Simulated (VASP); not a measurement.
Crystal: ZrSi4Ru.

```xyz
6
Lattice="3.7007 0.0000 0.0000 -1.8504 3.2049 0.0000 0.0000 0.0000 8.1062" Properties=species:S:1:pos:R:3 pbc="T T T"
Zr    0.0000    0.0000    4.0531
Si    0.0000    2.1366    6.7793
Si    0.0000    2.1366    1.3269
Si    1.8504    1.0683    1.3269
Si    1.8504    1.0683    6.7793
Ru    0.0000    0.0000    0.0000
```

* Program: VASP 6.6.1
* Task: relaxation of cell and atoms
* Functional: PBE
* Potentials or basis: VASP PAW PBE potentials, release 64 (Zr_sv, Si, Ru_pv)
* Cutoff: 600 eV
* k mesh: 6 × 6 × 2
* Occupations: gaussian, width 0.1 eV
* Spin: no spin polarisation

At the start: pressure 23.6 GPa; volume 16.02 Å³/atom.

Question: How do energy, volume and symmetry change on relaxing?

Answer: Over 25 steps the energy falls by 880.1 meV/atom and the volume is 14.92 Å³/atom (-6.9 %); space group P6/mmm (No. 191, to 0.05 Å).

Step by step:
| step | energy change (eV) | largest force (eV/Å) | pressure (GPa) | volume (Å³) |
| --- | --- | --- | --- | --- |
| 1 | 0.0000 | 2.4674 | 23.64 | 96.14 |
| 2 | -0.6894 | 0.0122 | -19.35 | 131.65 |
| 3 | -1.9417 | 0.6177 | -8.40 | 113.32 |
| 4 | -3.3473 | 0.9541 | -8.96 | 105.88 |
| 5 | 0.4915 | 10.7799 | 54.07 | 78.11 |
| 6 | -3.9267 | 1.8785 | -4.90 | 100.39 |
| 7 | -3.9269 | 4.7196 | 9.62 | 89.89 |
| 8 | -4.3044 | 3.3610 | 0.84 | 94.54 |
| 9 | -4.8985 | 2.1060 | 0.67 | 91.75 |
| 10 | -5.1404 | 1.0102 | 3.53 | 88.24 |
| 11 | -5.1393 | 0.7832 | 4.65 | 87.54 |
| 12 | -5.2461 | 0.2295 | -0.64 | 90.10 |
| 13 | -5.2493 | 0.1221 | -1.78 | 90.72 |
| 14 | -5.2615 | 0.0249 | -0.82 | 90.00 |
| 15 | -5.2666 | 0.0822 | 0.26 | 89.19 |
| 16 | -5.2666 | 0.0912 | 0.35 | 89.12 |
| 17 | -5.2686 | 0.1021 | 0.18 | 89.19 |
| 18 | -5.2730 | 0.1256 | -0.23 | 89.36 |
| 19 | -5.2783 | 0.0632 | -0.59 | 89.70 |
| 20 | -5.2491 | 0.1630 | -1.07 | 90.27 |
| 21 | -5.2793 | 0.0256 | -0.66 | 89.76 |
| 22 | -5.2795 | 0.0157 | -0.80 | 89.86 |
| 23 | -5.2796 | 0.0037 | -0.73 | 89.81 |
| 24 | -5.2802 | 0.0592 | 0.09 | 89.35 |
| 25 | -5.2806 | 0.0375 | -0.19 | 89.52 |

Final structure:
```
Zr Si Ru
1.0
     4.17535    0.00000    0.00000
    -2.08767    3.61596    0.00000
     0.00000    0.00000    5.92903
Zr Si Ru
1 4 1
Direct
  0.00000 0.00000 0.50000
  0.33333 0.66667 0.79258
  0.33333 0.66667 0.20742
  0.66667 0.33333 0.20742
  0.66667 0.33333 0.79258
  0.00000 0.00000 0.00000
```

Caveat: the k points lie up to 0.53 Å⁻¹ apart in the final cell.
